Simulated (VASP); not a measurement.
Set up this calculation in VASP 6.6.1, as the native input.

```yaml
Task: single point
Functional: PBE
Potentials_or_basis: VASP PAW PBE potentials, release 64 (Al, N)
Cutoff: 520 eV
k_mesh: 4 × 4 × 4
Occupations: gaussian, width 0.01 eV
Spin: no spin polarisation
Dipole_correction: no
Further_INCAR_settings: ALGO = Normal; EDIFF = 1e-06; NBANDS = 11
```

The structure of AlN lies in POSCAR:

```
AlN
1.0
    0.0000000000      2.1839935600      2.1839935600
    2.1839935600      0.0000000000      2.1839935600
    2.1839935600      2.1839935600      0.0000000000
Al N
1 1
Direct
    0.0000000000      0.0000000000      0.0000000000
    0.7500000000      0.7500000000      0.7500000000
```

One way to write it, as run:

INCAR

```
  PREC = Accurate
  ENCUT = 520
  EDIFF = 1E-6
  ISMEAR = 0
  SIGMA = 0.01
  LREAL = False
  LASPH = True
  NELM = 80
  ALGO = Normal
  ISIF = 2
  LWAVE = False
  LCHARG = False
  GGA = PE
  NBANDS = 11
```

KPOINTS

```
Automatic mesh
0
Gamma
  4 4 4
```

Potentials or basis: VASP PAW PBE potentials, release 64 (Al, N).

The run is started by

```sh
$ cat potpaw_PBE.64/Al/POTCAR potpaw_PBE.64/N/POTCAR > POTCAR
$ mpirun -np 1 vasp_std > vasp.out
```

Results of the run:

The pressure is 4.6 GPa and the band gap on the k mesh is 3.29 eV, indirect (least direct gap 4.18 eV).

Caveat: the k points lie up to 0.62 Å⁻¹ apart.

It took 3.5 s on 1 thread of Intel(R) Xeon(R) Platinum 8375C CPU @ 2.90GHz (Ice Lake), with other jobs on the host, peak memory 0.13 GiB.
